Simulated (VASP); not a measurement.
# CuOF (P-6m2) in VASP: single point with PBE

Aim: the single point of CuOF with PBE.

All numbers are computed with VASP 6.6.1; they aren't measurements. Logs are shortened: lines on timing, memory, paths and dates and some standing lists are left out, and cuts for length are marked.

### Step 1. The cell of the first run

It takes space group P-6m2 (No. 187, hexagonal). The conventional cell has a = 3.326 Å, b = 3.326 Å, c = 3.195 Å, α = 90.00°, β = 90.00°, γ = 120.00°. Cu (site symmetry -6m2) has 3 O at 1.92 Å and 6 F at 2.50 Å within 2.5 Å. Within 2.5 Å of O (site symmetry -6m2) lie 3 Cu at 1.92 Å and 6 F at 2.50 Å. F (site symmetry -6m2) has 6 Cu at 2.50 Å and 6 O at 2.50 Å and 8 F at 3.20 to 3.33 Å within 3.4 Å.

The cell was generated, and may not be a known phase.

### Step 2. Single point, PBE, collinear spin

The input, INCAR:

```
PREC = Accurate ; ENCUT = 820
EDIFF = 1E-6 ; ISMEAR = 0
SIGMA = 0.1 ; LREAL = F
LASPH = T ; NELM = 200
ALGO = Normal ; ISIF = 2
LWAVE = F ; LCHARG = F
ISPIN = 2 ; MAGMOM = 1 0 0
LORBIT = 11 ; LMAXMIX = 4
GGA = PE ; NBANDS = 27
GGA_COMPAT = F
```

The input, KPOINTS:

```
regular mesh
0
Gamma
  6 6 6
```

The input, POSCAR:

```
CuOF
1.0
    3.3263422900      0.0000000000      0.0000000000
   -1.6631711500      2.8806969300      0.0000000000
    0.0000000000      0.0000000000      3.1953145200
Cu O F
1 1 1
Direct
    0.6666666700      0.3333333300      0.5000000000
    0.3333333300      0.6666666700      0.5000000000
    0.0000000000      0.0000000000      0.0000000000
```

Potentials or basis: VASP PAW PBE potentials, release 64 (Cu_sv_GW, O, F).

On the command line:

```sh
cat potpaw_PBE.64/Cu_sv_GW/POTCAR potpaw_PBE.64/O/POTCAR potpaw_PBE.64/F/POTCAR > POTCAR
mpirun -np 1 vasp_std > vasp.out
```

OUTCAR:

```text
PREC = Accurate
   ENCUT = 820
   EDIFF = 1E-6
   ISMEAR = 0
   LREAL = F
   LASPH = T
   NELM = 200
   ISIF = 2
   ISPIN = 2
   LORBIT = 11
   GGA = PE

 ion  position               nearest neighbor table
   1  0.667  0.333  0.500-   2 1.92   2 1.92   2 1.92
   2  0.333  0.667  0.500-   1 1.92   1 1.92   1 1.92
   3  0.000  0.000  0.000-

  LATTYP: Found a hexagonal cell.
 ALAT       =     3.3263422900
 C/A-ratio  =     0.9606090539

  Lattice vectors:

 A1 = (   3.3263422900,   0.0000000000,   0.0000000000)
 A2 = (  -1.6631711500,   2.8806969300,   0.0000000000)
 A3 = (   0.0000000000,   0.0000000000,   3.1953145200)

Analysis of symmetry for initial positions (statically):
=====================================================================
 Subroutine PRICEL returns:
 Original cell was already a primitive cell.

 Routine SETGRP: Setting up the symmetry group for a
 hexagonal supercell.

 Subroutine GETGRP returns: Found 12 space group operations
 (whereof 12 operations were pure point group operations)
 out of a pool of 24 trial point group operations.

The static configuration has the point symmetry D_3h.

Analysis of symmetry for dynamics (positions and initial velocities):
=====================================================================
 Subroutine PRICEL returns:
 Original cell was already a primitive cell.

 Routine SETGRP: Setting up the symmetry group for a
 hexagonal supercell.

 Subroutine GETGRP returns: Found 12 space group operations
 (whereof 12 operations were pure point group operations)
 out of a pool of 24 trial point group operations.

The dynamic configuration has the point symmetry D_3h.

Analysis of structural, dynamic, and magnetic symmetry:
=====================================================================
 Subroutine PRICEL returns:
 Original cell was already a primitive cell.

 Routine SETGRP: Setting up the symmetry group for a
 hexagonal supercell.

 Subroutine GETGRP returns: Found 12 space group operations
 (whereof 12 operations were pure point group operations)
 out of a pool of 24 trial point group operations.

The overall configuration has the point symmetry D_3h.

 Subroutine INISYM returns: Found 12 space group operations
 (whereof 12 operations are pure point group operations),
 and found     1 'primitive' translations
[... 120 lines left out ...]
  Thomas-Fermi vector in A             =   2.748442
   LORBIT       =     11    0 simple, 1 ext, 2 COOP (PROOUT), +10 PAW based schemes
   GGA     = PE    functional components
   LHFCALC =     F    Hartree Fock is set to
   AEXX    =    0.0000 exact exchange contribution
   IVDW    =     0    specifies the selected vdW correction
   LEPSILON=     F    determine dielectric tensor
   LRPA    =     F    only Hartree local field effects (RPA)
 spin polarized calculation
 Gauss-broadening in eV      SIGMA  =   0.10
  energy-cutoff  :      820.00
  volume of cell :       30.62
 maximum number of plane-waves:      1647
 NGX is ok and might be reduce to    32
   NGX = 15   NGY = 15   NGZ = 15

 number of electron      31.9999999 magnetization       1.8912693

 Free energy of the ion-electron system (eV)
  ---------------------------------------------------
  ext. energy  EPLUGINS =         0.00000000
  ---------------------------------------------------
  free energy    TOTEN  =       -11.68453758 eV

  energy without entropy =      -11.67038909  energy(sigma->0) =      -11.67746333

 E-fermi :   2.6258     XC(G=0): -11.5511

 val. band max:        2.6257006033   @ k =   0.3333   0.0000   0.5000
 cond. band min:       2.6288035861   @ k =   0.3333   0.1667   0.1667
 fundamental gap:      0.0031029828
 Fermi energy:         2.6257602519

 spin component 1

 k-point     1 :       0.0000    0.0000    0.0000
  band No.  band energies     occupation
      1    -110.1419      1.00000
      2     -67.6956      1.00000
      3     -67.6956      1.00000
      4     -67.0738      1.00000
      5     -19.2394      1.00000
      6     -15.6682      1.00000
[... 709 lines left out ...]
     26      29.4151      0.00000
     27      30.6929      0.00000

 [... further k-points ...]

 spin component 2

 k-point     1 :       0.0000    0.0000    0.0000
  band No.  band energies     occupation
      1    -109.2392      1.00000
      2     -66.6889      1.00000
      3     -66.6889      1.00000
      4     -66.4584      1.00000
      5     -18.7000      1.00000
      6     -14.2948      1.00000
[... 709 lines left out ...]
     26      29.7140      0.00000
     27      30.8315      0.00000

 [... further k-points ...]

------------------------ aborting loop because EDIFF is reached ----------------------------------------

  FORCE on cell =-STRESS in cart. coord.  units (eV):
  Direction    XX          YY          ZZ          XY          YZ          ZX
  --------------------------------------------------------------------------------------
  -------------------------------------------------------------------------------------
  Total       -0.1899184     -0.1899184      2.1444688      0.0000000      0.0000000     -0.0000000
  in kB       -9.9380124     -9.9380124    112.2153329      0.0000000      0.0000000     -0.0000000
  external PRESSURE =      30.7797694 kB  Pullay stress =       0.0000000 kB

 VOLUME and BASIS-vectors are now :
 -----------------------------------------------------------------------------
  energy-cutoff  :      820.00
  volume of cell :       30.62
      direct lattice vectors                 reciprocal lattice vectors
     3.326342290  0.000000000  0.000000000     0.300630516  0.173569110  0.000000000
    -1.663171150  2.880696930  0.000000000     0.000000000  0.347138218  0.000000000
     0.000000000  0.000000000  3.195314520     0.000000000  0.000000000  0.312958237

 POSITION                                       TOTAL-FORCE (eV/Angst)
 -----------------------------------------------------------------------------------
      1.66317      0.96023      1.59766        -0.000000      0.000000      0.000000
     -0.00000      1.92046      1.59766         0.000000      0.000000      0.000000
      0.00000      0.00000      0.00000         0.000000      0.000000      0.000000
 -----------------------------------------------------------------------------------
    total drift:                               -0.000089      0.000051     -0.000000

  FREE ENERGIE OF THE ION-ELECTRON SYSTEM (eV)
  ---------------------------------------------------
  free  energy   TOTEN  =       -11.6845375783 eV

  energy  without entropy=      -11.6703890856  energy(sigma->0) =      -11.67746333

 total charge

# of ion       s       p       d       f       tot
--------------------------------------------------
    1        2.214   6.313   8.776   0.011  17.314
    2        1.590   3.270   0.000   0.000   4.860
    3        1.747   4.264   0.000   0.000   6.011
--------------------------------------------------
tot          5.552  13.847   8.776   0.011  28.185

 magnetization (x)

# of ion       s       p       d       f       tot
--------------------------------------------------
    1       -0.003   0.018   0.701   0.001   0.716
    2        0.012   0.777   0.000   0.000   0.789
    3        0.001   0.267   0.000   0.000   0.267
--------------------------------------------------
tot          0.009   1.062   0.701   0.001   1.773
```

stdout:

```text
POSCAR found type information on POSCAR CuO F
 POSCAR found :  3 types and       3 ions
 scaLAPACK will be used
 LDA part: xc-table for (Slater+PW92), standard interpolation
 POSCAR, INCAR and KPOINTS ok, starting setup
 FFT: planning ... GRIDC
 FFT: planning ... GRID_SOFT
 FFT: planning ... GRID
 WAVECAR not read
 entering main loop
```

Run time: 100 s. Hardware: 1 thread of AMD EPYC 7R43 (Zen 3), shared host; peak memory 0.23 GiB.

What came out:

* Free energy: -11.6845 eV
* Pressure: 3.1 GPa
* Net moment: 1.89 μB per cell
* Site moments: Cu +0.72; O +0.79; F +0.27 μB
* Valence electrons inside the program's atomic spheres: Cu 17.31; O 4.86; F 6.01

Stress tensor (GPa, compression positive):
```
-0.99  0.00  0.00
 0.00 -0.99  0.00
 0.00  0.00 11.22
```

Levels at points of the mesh, in eV from the Fermi level:
Spin up:
```
           k point  band 15  band 16  band 17  band 18  band 19  band 20
(0.00, 0.00, 0.00)    -1.22     0.08     0.08     3.70    13.02    14.18
(0.50, 0.00, 0.00)    -1.21    -0.97    -0.66     7.46    10.74    14.23
(0.00, 0.00, 0.50)    -1.75     0.14     0.14     7.56     7.63    14.53
(0.50, 0.00, 0.50)    -1.41    -1.07    -0.99     8.05     9.03    13.35
```
Spin down:
| k point | band 12 | band 13 | band 14 | band 15 | band 16 | band 17 | band 18 | band 19 |
| --- | --- | --- | --- | --- | --- | --- | --- | --- |
| (0.00, 0.00, 0.00) | -1.80 | -1.54 | -1.54 | 0.36 | 1.24 | 1.24 | 4.08 | 13.20 |
| (0.50, 0.00, 0.00) | -1.64 | -1.59 | -1.27 | -0.52 | 0.32 | 0.49 | 7.90 | 11.17 |
| (0.00, 0.00, 0.50) | -2.01 | -1.22 | -1.12 | -1.12 | 1.30 | 1.30 | 8.08 | 8.10 |
| (0.50, 0.00, 0.50) | -1.67 | -0.97 | -0.76 | -0.50 | -0.26 | 0.49 | 8.14 | 9.48 |

Caveat: the k points lie up to 0.36 Å⁻¹ apart; a cell with one magnetic atom can't hold antiferromagnetic order, which such compounds often take; semilocal functionals often make such compounds metallic where correlation or magnetic order opens a gap, which also shifts bond lengths. With open d or f shells a metallic result of PBE can be an artefact of self-interaction; +U or a hybrid may open a gap.
